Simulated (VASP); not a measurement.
# SrO (Fm-3m) in VASP: a series of runs, part 2 of 2

VASP 6.6.1. The steps go on from the part before.

### Step 5. Relaxation of cell and atoms, PBEsol, target pressure 20 GPa, at which the enthalpy is minimised

File INCAR:

```
SYSTEM = SrO
ALGO     = Normal         ! electronic algorithm
EDIFF    = 1E-7           ! SCF threshold, eV
EDIFFG   = -0.005         ! ionic threshold
ENCUT    = 600            ! plane-wave cutoff, eV
GGA      = PS             ! functional
IBRION   = 2              ! ionic algorithm
ISIF     = 3              ! what is computed and relaxed
ISMEAR   = -1             ! smearing method
LASPH    = .TRUE.         ! aspherical terms in the spheres
LCHARG   = .FALSE.        ! write CHGCAR
LREAL    = .FALSE.        ! projectors in reciprocal space
LWAVE    = .FALSE.        ! write WAVECAR
NELM     = 100            ! most SCF steps
NSW      = 80             ! ionic steps
PREC     = Accurate       ! precision mode
PSTRESS  = 200.0        
SIGMA    = 0.05           ! smearing width, eV
```

File KPOINTS:

```
k-points
0
G
  9 9 9
  0 0 0
```

File POSCAR:

```
SrO
1.0
    0.0000000000      2.5663000000      2.5663000000
    2.5663000000      0.0000000000      2.5663000000
    2.5663000000      2.5663000000      0.0000000000
Sr O
1 1
Direct
    0.5000000000      0.5000000000      0.5000000000
    0.0000000000      0.0000000000      0.0000000000
```

On the command line:

```console
cat potpaw_PBE.64/Sr_sv/POTCAR potpaw_PBE.64/O/POTCAR > POTCAR
mpirun -np 1 vasp_std > vasp.out
```

Wall time 2.1 min (1 thread of Intel Xeon 6975P-C (Granite Rapids), shared host); peak memory 0.19 GiB.

It converged, with:

```yaml
Free_energy: -12.3845 eV
Relaxed_volume: 14.53 Å³/atom
Relaxed_cell: a = 3.451 Å, b = 3.451 Å, c = 3.451 Å, α = 60.00°, β = 60.00°, γ = 60.00°
Space_group_after_relaxing_to_0.1_Å: Fm-3m (No. 225)
Energy_change_on_relaxing_the_run_minimises_the_enthalpy: +128.3 meV/atom
Ionic_steps: 7
Pressure_after_relaxing: 20.0 GPa
Band_gap_on_the_k_mesh: 3.00 eV
```

Step by step:
| step | energy change (eV) | largest force (eV/Å) | pressure (GPa) | volume (Å³) |
| --- | --- | --- | --- | --- |
| 1 | 0.0000 | 0.0000 | -0.01 | 33.80 |
| 2 | 1.3605 | 0.0000 | 63.24 | 24.49 |
| 3 | 0.2367 | 0.0000 | 19.00 | 29.23 |
| 4 | 0.2529 | 0.0000 | 19.82 | 29.09 |
| 5 | 0.2641 | 0.0000 | 20.37 | 29.00 |
| 6 | 0.2483 | 0.0000 | 19.58 | 29.13 |
| 7 | 0.2567 | 0.0000 | 20.00 | 29.06 |

Final structure:
```xyz
2
Lattice="0.0000 2.4403 2.4403 2.4403 0.0000 2.4403 2.4403 2.4403 0.0000" Properties=species:S:1:pos:R:3 pbc="T T T"
Sr    2.4403    2.4403    2.4403
O     0.0000    0.0000    0.0000
```

Levels at points of the mesh, in eV from the valence-band top:
| k point | band 6 | band 7 | band 8 | band 9 | band 10 | band 11 |
| --- | --- | --- | --- | --- | --- | --- |
| (0.00, 0.00, 0.00) | -0.04 | -0.04 | -0.04 | 4.99 | 6.41 | 6.41 |

Caveat: the cell is relaxed towards a set pressure, so the run minimises the enthalpy, not the energy; the PAW data sets were made with another functional, which shifts forces and pressure a little; an odd mesh through Γ misses points on the zone boundary, where band edges can lie.

### Step 6. Relaxation of cell and atoms, PBEsol, target pressure 30 GPa, at which the enthalpy is minimised

File INCAR:

```
SYSTEM = SrO
PREC = Accurate
ENCUT = 600
EDIFF = 1E-6
ISMEAR = -1
SIGMA = 0.05
LREAL = .FALSE.
LASPH = .TRUE.
NELM = 100
ALGO = Normal
ISIF = 3
LWAVE = .FALSE.
LCHARG = .FALSE.
GGA = PS
IBRION = 2
NSW = 80
EDIFFG = -0.005
PSTRESS = 300.0
```

File KPOINTS:

```
Automatic mesh
0
G
  9 9 9
  0 0 0
```

POSCAR is that of step 5.

Potentials or basis: VASP PAW PBE potentials, release 64 (Sr_sv, O).

On the command line:

```console
cat potpaw_PBE.64/Sr_sv/POTCAR potpaw_PBE.64/O/POTCAR > POTCAR
mpirun -np 1 vasp_std > vasp.out
```

Run time: 82 s. Hardware: 1 thread of Intel Xeon 6975P-C (Granite Rapids), shared host; peak memory 0.18 GiB.

The run converged. Its results:

* Free energy: -12.1632 eV
* Relaxed volume: 13.82 Å³/atom
* Relaxed cell: a = 3.393 Å, b = 3.393 Å, c = 3.393 Å, α = 60.00°, β = 60.00°, γ = 60.00°
* Space group after relaxing (to 0.1 Å): Fm-3m (No. 225)
* Energy change on relaxing (the run minimises the enthalpy): +239.0 meV/atom
* Ionic steps: 5
* Pressure after relaxing: 30.0 GPa
* Band gap on the k mesh: 2.85 eV

Step by step:
| step | energy change (eV) | largest force (eV/Å) | pressure (GPa) | volume (Å³) |
| --- | --- | --- | --- | --- |
| 1 | 0.0000 | 0.0000 | -0.01 | 33.80 |
| 2 | 3.7893 | 0.0000 | 145.11 | 20.56 |
| 3 | 0.3982 | 0.0000 | 26.56 | 28.08 |
| 4 | 0.4545 | 0.0000 | 29.01 | 27.76 |
| 5 | 0.4780 | 0.0000 | 30.00 | 27.63 |

Final structure:
```cif
data_structure
_symmetry_space_group_name_H-M 'P 1'
_symmetry_Int_Tables_number 1
_cell_length_a 3.3935
_cell_length_b 3.3935
_cell_length_c 3.3935
_cell_angle_alpha 60.000
_cell_angle_beta 60.000
_cell_angle_gamma 60.000
_cell_volume 27.63
loop_
_atom_site_label
_atom_site_type_symbol
_atom_site_fract_x
_atom_site_fract_y
_atom_site_fract_z
_atom_site_occupancy
Sr1 Sr 0.50000 0.50000 0.50000 1
O1 O 0.00000 0.00000 0.00000 1
```

Levels at points of the mesh, in eV from the valence-band top:
```csv
k point,band 5,band 6,band 7,band 8,band 9,band 10,band 11,band 12
"(0.00, 0.00, 0.00)",-13.10,-0.11,-0.11,-0.11,5.37,6.42,6.42,6.42
```

Caveat: the cell is relaxed towards a set pressure, so the run minimises the enthalpy, not the energy; the volume moved by over 15 % at a fixed basis, so the end points are rough; the PAW data sets were made with another functional, which shifts forces and pressure a little; an odd mesh through Γ misses points on the zone boundary, where band edges can lie.

### Step 7. Overview

```csv
cell,gap on the mesh (eV),pressure (GPa)
relaxed,3.21,0.0
relaxed to 5 GPa,3.17,5.0
relaxed to 10 GPa,3.13,10.0
relaxed to 20 GPa,3.00,20.0
relaxed to 30 GPa,2.85,30.0
```

Alike in all rows: task relaxation of cell and atoms; level PBEsol; potentials or basis VASP PAW PBE potentials, release 64 (Sr_sv, O); no spin polarisation; k mesh 9 × 9 × 9; cutoff (eV) 600; smearing fermi-dirac 0.05 eV.

Caveats: the PAW data sets were made with another functional, which shifts forces and pressure a little; an odd mesh through Γ misses points on the zone boundary, where band edges can lie; the cell is relaxed towards a set pressure, so the run minimises the enthalpy, not the energy (at least some runs); the relaxation stopped at its first step, so nothing moved (at least some runs); the volume moved by over 15 % at a fixed basis, so the end points are rough (at least some runs).

Total energies depend on the potentials used, so only differences within one code and one set of settings carry meaning.
